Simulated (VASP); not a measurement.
# Sb in VASP: notebook, part 2 of 2

VASP 6.6.1. Earlier steps stand in the parts before.

## (3) Relaxation of cell and atoms, PBE

This run uses another cell than the first one.

The input, INCAR:

```
SYSTEM = Sb
  PREC = Accurate
  ENCUT = 500
  EDIFF = 1E-7
  ISMEAR = -1
  SIGMA = 0.02
  LREAL = .False.
  LASPH = .True.
  NELM = 120
  ALGO = Normal
  ISIF = 3
  LWAVE = .False.
  LCHARG = .False.
  LDIPOL = .True.
  IDIPOL = 3
  DIPOL = 0.5 0.5 0.545
  GGA = PE
  IBRION = 2
  NSW = 80
  EDIFFG = -0.005
  GGA_COMPAT = .False.
  NELMIN = 4
  NELMDL = -8
  LATTICE_CONSTRAINTS = .TRUE. .TRUE. .FALSE.
```

The input, KPOINTS:

```
Automatic mesh
0
Gamma
  6 6 1
  0 0 0
```

The input, POSCAR:

```
Sb
1.0
    4.0273721000      0.0000000000      0.0000000000
   -2.0136860500      3.4878065491      0.0000000000
    0.0000000000      0.0000000000     17.0000000000
Sb
2
Direct
    0.3333333333      0.6666666667      0.5000000000
    0.6666666667      0.3333333333      0.5898602294
```

Potentials or basis: VASP PAW PBE potentials, release 64 (Sb).

Command:

```console
cat potpaw_PBE.64/Sb/POTCAR > POTCAR
mpirun -np 1 vasp_std > vasp.out
```

OUTCAR:

```text
SYSTEM = Sb
   PREC = Accurate
   ENCUT = 500
   EDIFF = 1E-7
   ISMEAR = -1
   LREAL = .False.
   LASPH = .True.
   NELM = 120
   ISIF = 3
   GGA = PE
   IBRION = 2
   NSW = 80
   EDIFFG = -0.005
   NELMIN = 4
   NELMDL = -8

 ion  position               nearest neighbor table
   1  0.333  0.667  0.500-   2 2.78   2 2.78   2 2.78
   2  0.667  0.333  0.590-   1 2.78   1 2.78   1 2.78

  LATTYP: Found a hexagonal cell.
 ALAT       =     4.0273721000
 C/A-ratio  =     4.2211148059

  Lattice vectors:

 A1 = (   4.0273721000,   0.0000000000,   0.0000000000)
 A2 = (  -2.0136860500,   3.4878065491,   0.0000000000)
 A3 = (   0.0000000000,   0.0000000000,  17.0000000000)

Analysis of symmetry for initial positions (statically):
=====================================================================
 Subroutine PRICEL returns:
 Original cell was already a primitive cell.

 Routine SETGRP: Setting up the symmetry group for a
 hexagonal supercell.

 Subroutine GETGRP returns: Found 12 space group operations
 (whereof  6 operations were pure point group operations)
 out of a pool of 24 trial point group operations.

The static configuration has the point symmetry C_3v.
 The point group associated with its full space group is D_3d.

Analysis of symmetry for dynamics (positions and initial velocities):
=====================================================================
 Subroutine PRICEL returns:
 Original cell was already a primitive cell.

 Routine SETGRP: Setting up the symmetry group for a
 hexagonal supercell.

 Subroutine GETGRP returns: Found 12 space group operations
 (whereof  6 operations were pure point group operations)
 out of a pool of 24 trial point group operations.

The dynamic configuration has the point symmetry C_3v.
 The point group associated with its full space group is D_3d.
[... 128 lines left out ...]
  ext. energy  EPLUGINS =         0.00000000
  ---------------------------------------------------
  free energy    TOTEN  =        -7.95499350 eV

  energy without entropy =       -7.95499350  energy(sigma->0) =       -7.95499350

------------------------ aborting loop because EDIFF is reached ----------------------------------------

  FORCE on cell =-STRESS in cart. coord.  units (eV):
  Direction    XX          YY          ZZ          XY          YZ          ZX
  --------------------------------------------------------------------------------------
  -------------------------------------------------------------------------------------
  Total        2.2182842      2.2182842      2.3334853      0.0000000      0.0000000      0.0000000
  in kB       14.8834876     14.8834876     15.6564242      0.0000000      0.0000000      0.0000000
  external PRESSURE =      15.1411331 kB  Pullay stress =       0.0000000 kB
[... 125 lines left out ...]
  FREE ENERGIE OF THE ION-ELECTRON SYSTEM (eV)
  ---------------------------------------------------
  free  energy   TOTEN  =        -8.0875296422 eV

  energy  without entropy=       -8.0875296421  energy(sigma->0) =       -8.08752964

 dipolmoment           0.000000      0.000000      0.000000 electrons x Angstroem

--------------------------------------- Ionic step        5  -------------------------------------------

 number of electron      10.0000001 magnetization

 dipolmoment           0.000000      0.000000     -0.000001 electrons x Angstroem

 Free energy of the ion-electron system (eV)
  ---------------------------------------------------
  ext. energy  EPLUGINS =         0.00000000
  ---------------------------------------------------
  free energy    TOTEN  =        -8.08817129 eV

  energy without entropy =       -8.08817129  energy(sigma->0) =       -8.08817129

 E-fermi :  -1.6601     XC(G=0):  -3.1477

 val. band max:       -2.1117726614   @ k =   0.0000   0.0000   0.0000
 cond. band min:      -0.8041119913   @ k =   0.3333   0.0000   0.0000
 fundamental gap:      1.3076606701
 Fermi energy:        -1.6600525332

 k-point     1 :       0.0000    0.0000    0.0000
  band No.  band energies     occupation
      1     -13.3269      2.00000
      2      -8.3627      2.00000
      3      -2.6539      2.00000
      4      -2.1118      2.00000
      5      -2.1118      2.00000
      6      -0.5707      0.00000
      7       0.6801      0.00000
      8       0.6801      0.00000
      9       2.2686      0.00000
[... 61 lines left out ...]
 k-point     7 :       0.3333    0.3333    0.0000
  band No.  band energies     occupation
      1     -10.5553      2.00000
      2     -10.5553      2.00000
      3      -5.5776      2.00000
      4      -3.8535      2.00000
      5      -3.8535      2.00000
      6      -0.5540      0.00000
      7       1.4930      0.00000
      8       1.4930      0.00000
      9       4.5119      0.00000

------------------------ aborting loop because EDIFF is reached ----------------------------------------

 vacuum level on the upper side and lower side of the slab       (xc-potential included)        -0.115        -0.115

  FORCE on cell =-STRESS in cart. coord.  units (eV):
  Direction    XX          YY          ZZ          XY          YZ          ZX
  --------------------------------------------------------------------------------------
  -------------------------------------------------------------------------------------
  Total        0.0004143      0.0004143     -0.0036688      0.0000000      0.0000000      0.0000000
  in kB        0.0026452      0.0026452     -0.0234231      0.0000000      0.0000000      0.0000000
  external PRESSURE =      -0.0060442 kB  Pullay stress =       0.0000000 kB
[... 17 lines left out ...]
  FREE ENERGIE OF THE ION-ELECTRON SYSTEM (eV)
  ---------------------------------------------------
  free  energy   TOTEN  =        -8.0881712858 eV

  energy  without entropy=       -8.0881712858  energy(sigma->0) =       -8.08817129

 reached required accuracy - stopping structural energy minimisation

 vacuum level on the upper side and lower side of the slab         2.671         2.672
```

OSZICAR:

```text
N       E                     dE             d eps       ncg     rms          rms(c)
DAV:   1     0.582103874112E+02    0.58210E+02   -0.27478E+03   126   0.699E+02
DAV:   2    -0.382326062395E+01   -0.62034E+02   -0.58330E+02   190   0.106E+02
DAV:   3    -0.793829638307E+01   -0.41150E+01   -0.41074E+01   176   0.388E+01
[... 78 lines left out ...]
DAV:   9    -0.808817048766E+01   -0.26154E-06   -0.10427E-07   139   0.115E-03    0.151E-04
DAV:  10    -0.808817063548E+01   -0.14783E-06   -0.95966E-09   133   0.371E-04    0.982E-05
DAV:  11    -0.808817089330E+01   -0.25781E-06   -0.21500E-08   157   0.400E-04    0.102E-04
DAV:  12    -0.808817122788E+01   -0.33458E-06   -0.10487E-08   130   0.231E-04    0.648E-05
DAV:  13    -0.808817128579E+01   -0.57907E-07   -0.64872E-10    94   0.628E-05
   5 F= -.80881713E+01 E0= -.80881713E+01  d E =-.234657E-02
```

Wall time 1.8 min (1 thread of Intel Xeon Platinum 8488C (Sapphire Rapids), shared host); peak memory 0.32 GiB.

Results:

```
Free energy                           : -8.0882 eV
Relaxed cell                          : a = 4.129 Å, b = 4.129 Å, c = 17.000 Å, α = 90.00°, β = 90.00°, γ = 120.00°
Space group after relaxing (to 0.1 Å) : P-3m1 (No. 164)
Energy gained by relaxing             : 66.6 meV/atom
Ionic steps                           : 5
Band gap on the k mesh                : 1.31 eV (least direct gap 1.54 eV)
```

Step by step:
| step | energy change (eV) | largest force (eV/Å) | pressure (GPa) | volume (Å³) |
| --- | --- | --- | --- | --- |
| 1 | 0.0000 | 1.5291 | 1.51 | 238.79 |
| 2 | -0.0835 | 0.6135 | -0.75 | 265.03 |
| 3 | -0.1308 | 0.1134 | -0.03 | 254.38 |
| 4 | -0.1325 | 0.0591 | -0.02 | 252.75 |
| 5 | -0.1332 | 0.0012 | 0.00 | 250.95 |

Final structure:
```
Sb
1.0
     4.12863    0.00000    0.00000
    -2.06432    3.57550    0.00000
     0.00000    0.00000   17.00000
Sb
2
Direct
  0.33333 0.66667 0.49673
  0.66667 0.33333 0.59313
```

Levels at points of the mesh, in eV from the valence-band top:
```
           k point  band 1  band 2  band 3  band 4  band 5  band 6  band 7  band 8  band 9
(0.00, 0.00, 0.00)  -11.22   -6.25   -0.54    0.00    0.00    1.54    2.79    2.79    4.38
(0.50, 0.00, 0.00)   -9.32   -7.74   -2.89   -1.53   -1.41    1.64    2.49    3.57    5.11
```

Caveat: the relaxation moved the vacuum too, so the length across it says nothing of the material; spin-orbit coupling is left out, which moves the levels of the heavy elements.

## (4) Relaxation of cell and atoms, PBEsol

This run uses another cell than the first one.

The input, INCAR:

```
PREC     = Accurate       # precision mode
ENCUT    = 500            # plane-wave cutoff, eV
EDIFF    = 1E-7           # SCF threshold, eV
ISMEAR   = -1             # smearing method
SIGMA    = 0.02           # smearing width, eV
LREAL    = F              # projectors in reciprocal space
LASPH    = T              # aspherical terms in the spheres
NELM     = 120            # most SCF steps
ALGO     = Normal         # electronic algorithm
ISIF     = 3              # what is computed and relaxed
LWAVE    = F              # write WAVECAR
LCHARG   = F              # write CHGCAR
LDIPOL   = T            
IDIPOL   = 3            
DIPOL    = 0.5 0.5 0.345
GGA      = PS             # functional
IBRION   = 2              # ionic algorithm
NSW      = 80             # ionic steps
EDIFFG   = -0.005         # ionic threshold
GGA_COMPAT= F            
NELMIN   = 4            
NELMDL   = -8           
LATTICE_CONSTRAINTS= .TRUE. .TRUE. .FALSE.
```

The input, KPOINTS:

```
regular mesh
0
Gamma
  6 6 1
```

The input, POSCAR:

```
Sb
1.0
    4.1292798844      0.0000000000      0.0000000000
   -2.0646399422      3.5760612792      0.0000000000
    0.0000000000      0.0000000000     26.8552477996
Sb
2
Direct
    0.3333333333      0.6666666667      0.3146272447
    0.6666666667      0.3333333333      0.3752797723
```

Potentials or basis: VASP PAW PBE potentials, release 64 (Sb).

Command:

```console
cat potpaw_PBE.64/Sb/POTCAR > POTCAR
mpirun -np 1 vasp_std > vasp.out
```

OUTCAR:

```text
PREC = Accurate
   ENCUT = 500
   EDIFF = 1E-7
   ISMEAR = -1
   LREAL = F
   LASPH = T
   NELM = 120
   ISIF = 3
   GGA = PS
   IBRION = 2
   NSW = 80
   EDIFFG = -0.005
   NELMIN = 4
   NELMDL = -8

 ion  position               nearest neighbor table
   1  0.333  0.667  0.315-   2 2.89   2 2.89   2 2.89
   2  0.667  0.333  0.375-   1 2.89   1 2.89   1 2.89

  LATTYP: Found a hexagonal cell.
 ALAT       =     4.1292798844
 C/A-ratio  =     6.5036152916

  Lattice vectors:

 A1 = (   4.1292798844,   0.0000000000,   0.0000000000)
 A2 = (  -2.0646399422,   3.5760612792,   0.0000000000)
 A3 = (   0.0000000000,   0.0000000000,  26.8552477996)

Analysis of symmetry for initial positions (statically):
[... 321 lines left out ...]

 k-point     1 :       0.0000    0.0000    0.0000
  band No.  band energies     occupation
      1     -14.6012      2.00000
      2      -9.4408      2.00000
      3      -3.7655      2.00000
      4      -2.9959      2.00000
      5      -2.9959      2.00000
      6      -1.3674      0.00000
      7      -0.1797      0.00000
      8      -0.1797      0.00000
      9       1.2810      0.00000
[... 61 lines left out ...]
 k-point     7 :       0.3333    0.3333    0.0000
  band No.  band energies     occupation
      1     -11.6368      2.00000
      2     -11.6368      2.00000
      3      -6.7729      2.00000
      4      -4.9306      2.00000
      5      -4.9306      2.00000
      6      -1.6799      0.00000
      7       0.5538      0.00000
      8       0.5538      0.00000
      9       3.5719      0.00000

------------------------ aborting loop because EDIFF is reached ----------------------------------------

 vacuum level on the upper side and lower side of the slab       (xc-potential included)        -0.014        -0.014

  FORCE on cell =-STRESS in cart. coord.  units (eV):
  Direction    XX          YY          ZZ          XY          YZ          ZX
  --------------------------------------------------------------------------------------
  -------------------------------------------------------------------------------------
  Total        0.0041342      0.0041342     -0.0043068      0.0000000      0.0000000      0.0000000
  in kB        0.0173418      0.0173418     -0.0180658      0.0000000      0.0000000      0.0000000
  external PRESSURE =       0.0055393 kB  Pullay stress =       0.0000000 kB
[... 17 lines left out ...]
  FREE ENERGIE OF THE ION-ELECTRON SYSTEM (eV)
  ---------------------------------------------------
  free  energy   TOTEN  =        -8.7122877807 eV

  energy  without entropy=       -8.7122877807  energy(sigma->0) =       -8.71228778

 reached required accuracy - stopping structural energy minimisation

 vacuum level on the upper side and lower side of the slab         1.782         1.782
```

Wall time 2.7 min (1 thread of Intel Xeon Platinum 8488C (Sapphire Rapids), shared host); peak memory 0.44 GiB.

Results:

| Quantity | Value |
| --- | --- |
| Free energy | -8.7123 eV |
| Relaxed cell | a = 4.052 Å, b = 4.052 Å, c = 26.855 Å, α = 90.00°, β = 90.00°, γ = 120.00° |
| Space group after relaxing (to 0.1 Å) | P-3m1 (No. 164) |
| Energy gained by relaxing | 7.0 meV/atom |
| Ionic steps | 5 |
| Band gap on the k mesh | 1.15 eV (least direct gap 1.63 eV) |

Forces in eV/Å, atoms in the order of the input:
```
Sb   0.000  0.000  0.002
Sb   0.000  0.000 -0.002
```

Step by step:
| step | energy change (eV) | largest force (eV/Å) | pressure (GPa) | volume (Å³) |
| --- | --- | --- | --- | --- |
| 1 | 0.0000 | 0.1473 | -0.24 | 396.56 |
| 2 | -0.0106 | 0.2573 | 0.12 | 381.74 |
| 3 | -0.0121 | 0.1485 | 0.02 | 385.46 |
| 4 | -0.0136 | 0.0643 | 0.01 | 383.49 |
| 5 | -0.0139 | 0.0021 | 0.00 | 381.95 |

Final structure:
```
Sb
1.0
     4.05249    0.00000    0.00000
    -2.02625    3.50956    0.00000
     0.00000    0.00000   26.85525
Sb
2
Direct
  0.33333 0.66667 0.31441
  0.66667 0.33333 0.37550
```

Caveat: the relaxation moved the vacuum too, so the length across it says nothing of the material; the PAW data sets were made with another functional, which shifts forces and pressure a little; spin-orbit coupling is left out, which moves the levels of the heavy elements.

## (5) Overview

```tsv
task	level	potentials or basis	cell	k mesh	cutoff (eV)	gap on the mesh (eV)	relaxed volume (Å³/atom)
single point	PBE	VASP PAW PBE potentials, release 64 (Sb_d_GW)	a = 4.105, b = 4.105, c = 26.855 Å, angles 90.0, 90.0, 120.0°, 2 atoms, atomic positions A	12 × 12 × 1	400	1.36	-
relaxation of cell and atoms	PBE	VASP PAW PBE potentials, release 64 (Sb)	relaxed from a = 4.027, b = 4.027, c = 17.000 Å, angles 90.0, 90.0, 120.0°, 2 atoms, atomic positions B	6 × 6 × 1	500	1.31	125.48
relaxation of cell and atoms	PBEsol	VASP PAW PBE potentials, release 64 (Sb)	relaxed from a = 4.129, b = 4.129, c = 26.855 Å, angles 90.0, 90.0, 120.0°, 2 atoms, atomic positions C	6 × 6 × 1	500	1.15	190.97
```

Alike in all rows: no spin polarisation; smearing fermi-dirac 0.02 eV.

Caveats: spin-orbit coupling is left out, which moves the levels of the heavy elements; the relaxation moved the vacuum too, so the length across it says nothing of the material (at least some runs); the PAW data sets were made with another functional, which shifts forces and pressure a little (at least some runs).

Absolute energies hang on the potentials; compare differences alone.
